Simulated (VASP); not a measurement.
# Re (P6_3/mmc) in VASP: single point with PBEsol

Aim: the single point of Re with PBEsol.

Everything below comes from runs of VASP 6.6.1. Logs are shortened: lines on timing, memory, paths and dates and some standing lists are left out, and cuts for length are marked.

## 1. The cell of the first run

Symmetry: P6_3/mmc, No. 194, hexagonal system. Conventional cell: a = 2.750 Å, b = 2.750 Å, c = 4.443 Å, α = 90.00°, β = 90.00°, γ = 120.00°. Within 3.6 Å of Re (site symmetry -6m2) lie 12 Re at 2.73 to 2.75 Å.

## 2. Single point, PBEsol

INCAR reads:

```
SYSTEM = Re
PREC = Accurate
ENCUT = 600
EDIFF = 1E-6
ISMEAR = 0
SIGMA = 0.1
LREAL = .False.
LASPH = .True.
NELM = 120
ALGO = Normal
ISIF = 2
LWAVE = .False.
LCHARG = .False.
GGA = PS
NBANDS = 14
GGA_COMPAT = .False.
```

KPOINTS reads:

```
Automatic mesh
0
Gamma
  6 6 4
  0 0 0
```

POSCAR reads:

```
Re
1.0
    2.7504801688      0.0000000000      0.0000000000
   -1.3752400844      2.3819856988      0.0000000000
    0.0000000000      0.0000000000      4.4432797024
Re
2
Direct
    0.3333333333      0.6666666667      0.2500000000
    0.6666666667      0.3333333333      0.7500000000
```

Potentials or basis: VASP PAW PBE potentials, release 64 (Re).

The run is started by

```
> cat potpaw_PBE.64/Re/POTCAR > POTCAR
> mpirun -np 1 vasp_std > vasp.out
```

OUTCAR:

```text
SYSTEM = Re
   PREC = Accurate
   ENCUT = 600
   EDIFF = 1E-6
   ISMEAR = 0
   LREAL = .False.
   LASPH = .True.
   NELM = 120
   ISIF = 2
   GGA = PS

 ion  position               nearest neighbor table
   1  0.333  0.667  0.250-   2 2.73   2 2.73   2 2.73   2 2.73   2 2.73   2 2.73
   2  0.667  0.333  0.750-   1 2.73   1 2.73   1 2.73   1 2.73   1 2.73   1 2.73

  LATTYP: Found a hexagonal cell.
 ALAT       =     2.7504801688
 C/A-ratio  =     1.6154560039

  Lattice vectors:

 A1 = (   2.7504801688,   0.0000000000,   0.0000000000)
 A2 = (  -1.3752400844,   2.3819856988,   0.0000000000)
 A3 = (   0.0000000000,   0.0000000000,   4.4432797024)

Analysis of symmetry for initial positions (statically):
=====================================================================
 Subroutine PRICEL returns:
 Original cell was already a primitive cell.

 Routine SETGRP: Setting up the symmetry group for a
 hexagonal supercell.

 Subroutine GETGRP returns: Found 24 space group operations
 (whereof 12 operations were pure point group operations)
 out of a pool of 24 trial point group operations.

The static configuration has the point symmetry D_3d.
 The point group associated with its full space group is D_6h.

Analysis of symmetry for dynamics (positions and initial velocities):
=====================================================================
 Subroutine PRICEL returns:
 Original cell was already a primitive cell.

 Routine SETGRP: Setting up the symmetry group for a
 hexagonal supercell.

 Subroutine GETGRP returns: Found 24 space group operations
 (whereof 12 operations were pure point group operations)
 out of a pool of 24 trial point group operations.

The dynamic configuration has the point symmetry D_3d.
 The point group associated with its full space group is D_6h.

 Subroutine INISYM returns: Found 24 space group operations
 (whereof 12 operations are pure point group operations),
 and found     1 'primitive' translations

----------------------------------------------------------------------------------------

                                     Primitive cell

  volume of cell :      29.1106

  direct lattice vectors                    reciprocal lattice vectors
     2.750480169  0.000000000  0.000000000     0.363572881  0.209908901  0.000000000
    -1.375240084  2.381985699  0.000000000     0.000000000  0.419817802  0.000000000
     0.000000000  0.000000000  4.443279702     0.000000000  0.000000000  0.225058981

[... 89 lines left out ...]
   PSTRESS=    0.0 pullay stress
   NELECT =      14.0000    total number of electrons
   NUPDOWN=      -1.0000    fix difference up-down
   EMIN   =  10.00;   EMAX   =-10.00  energy-range for DOS
   EFERMI =   0.00;   METHOD = LEGACY
   ISMEAR =     0;   SIGMA  =   0.10  broadening in eV -4-tet -1-fermi 0-gaus
   EFERMI_NEDOS =   21; number of points for ismear=-14 and -15
   IALGO  =     38    algorithm
   IMIX   =      4    mixing-type and parameters
     AMIX     =   0.40;   BMIX     =  1.00
     AMIX_MAG =   1.60;   BMIX_MAG =  1.00
  volume/ion in A,a.u.               =      14.56        98.22
  Fermi-wavevector in a.u.,A,eV,Ry     =   1.282627  2.423814 22.383383  1.645132
  Thomas-Fermi vector in A             =   2.414927
   LORBIT       =      0    0 simple, 1 ext, 2 COOP (PROOUT), +10 PAW based schemes
   GGA     = PS    functional components
   LHFCALC =     F    Hartree Fock is set to
   AEXX    =    0.0000 exact exchange contribution
   IVDW    =     0    specifies the selected vdW correction
   LEPSILON=     F    determine dielectric tensor
   LRPA    =     F    only Hartree local field effects (RPA)
 non-spin polarized calculation
 Gauss-broadening in eV      SIGMA  =   0.10
  energy-cutoff  :      600.00
  volume of cell :       29.11
 maximum number of plane-waves:      1002
 NGX is ok and might be reduce to    24
   NGX = 11   NGY = 11   NGZ = 17

 number of electron      14.0000000 magnetization

 Free energy of the ion-electron system (eV)
  ---------------------------------------------------
  ext. energy  EPLUGINS =         0.00000000
  ---------------------------------------------------
  free energy    TOTEN  =       -26.75323537 eV

  energy without entropy =      -26.74772548  energy(sigma->0) =      -26.75048042

 E-fermi :   7.8115     XC(G=0): -13.8803

 val. band max:        7.7646771994   @ k =   0.1667   0.1667   0.5000
 cond. band min:       7.8169970578   @ k =   0.3333   0.3333   0.0000
 fundamental gap:      0.0523198584
 Fermi energy:         7.8115236940

 k-point     1 :       0.0000    0.0000    0.0000
  band No.  band energies     occupation
      1      -2.1196      2.00000
      2       1.1326      2.00000
      3       6.2316      2.00000
      4       6.2379      2.00000
      5       6.2379      2.00000
      6       7.0913      2.00000
      7       7.0913      2.00000
      8       8.0342      0.00164
      9       8.0342      0.00164
     10       8.4814      0.00000
     11      11.2635      0.00000
     12      11.2635      0.00000
     13      17.9847      0.00000
     14      22.0472      0.00000
[... 326 lines left out ...]
      1       3.2277      2.00000
      2       3.2277      2.00000
      3       4.0581      2.00000
      4       4.0581      2.00000
      5       5.6822      2.00000
      6       5.6822      2.00000
      7       7.9153      0.14202
      8       7.9153      0.14202
      9      11.2693      0.00000
     10      11.2693      0.00000
     11      17.5137      0.00000
     12      17.5137      0.00000
     13      18.4255      0.00000
     14      18.4255      0.00000

------------------------ aborting loop because EDIFF is reached ----------------------------------------

  FORCE on cell =-STRESS in cart. coord.  units (eV):
  Direction    XX          YY          ZZ          XY          YZ          ZX
  --------------------------------------------------------------------------------------
  -------------------------------------------------------------------------------------
  Total        0.0349474      0.0349474      0.2477600     -0.0000000      0.0000000     -0.0000000
  in kB        1.9234200      1.9234200     13.6361088     -0.0000000      0.0000000     -0.0000000
  external PRESSURE =       5.8276496 kB  Pullay stress =       0.0000000 kB

 VOLUME and BASIS-vectors are now :
 -----------------------------------------------------------------------------
  energy-cutoff  :      600.00
  volume of cell :       29.11
      direct lattice vectors                 reciprocal lattice vectors
     2.750480169  0.000000000  0.000000000     0.363572881  0.209908901  0.000000000
    -1.375240084  2.381985699  0.000000000     0.000000000  0.419817802  0.000000000
     0.000000000  0.000000000  4.443279702     0.000000000  0.000000000  0.225058981

 POSITION                                       TOTAL-FORCE (eV/Angst)
 -----------------------------------------------------------------------------------
     -0.00000      1.58799      1.11082         0.000000     -0.000000      0.000000
      1.37524      0.79400      3.33246        -0.000000      0.000000      0.000000
 -----------------------------------------------------------------------------------
    total drift:                                0.000000     -0.000000     -0.000000

  FREE ENERGIE OF THE ION-ELECTRON SYSTEM (eV)
  ---------------------------------------------------
  free  energy   TOTEN  =       -26.7532353664 eV

  energy  without entropy=      -26.7477254801  energy(sigma->0) =      -26.75048042
```

stdout:

```text
POSCAR found type information on POSCAR Re
 POSCAR found :  1 types and       2 ions
 scaLAPACK will be used
 -----------------------------------------------------------------------------
|                                                                             |
|                                                                             |
|     You enforced a specific xc type in the INCAR file but a different       |
|     I HOPE YOU KNOW WHAT YOU ARE DOING!                                     |
|                                                                             |
 -----------------------------------------------------------------------------

 LDA part: xc-table for (Slater+PW92), standard interpolation
 POSCAR, INCAR and KPOINTS ok, starting setup
 FFT: planning ... GRIDC
 FFT: planning ... GRID_SOFT
 FFT: planning ... GRID
 WAVECAR not read
 entering main loop
```

It took 25 s on 1 thread of AMD EPYC 7R43 (Zen 3), shared host; peak memory 0.12 GiB.

Results:

```
Free energy            : -26.7532 eV
Pressure               : 0.6 GPa
Band gap on the k mesh : zero (bands 7 and 8 overlap by 2.86 eV)
```

Caveat: the k points lie up to 0.44 Å⁻¹ apart, too coarse for converged energies and pressures of a metal; the PAW data sets were made with another functional, which shifts forces and pressure a little; spin-orbit coupling is left out, which moves the levels of the heavy elements.

The gap in the log of VASP goes by the Fermi energy; the results here count the filled bands.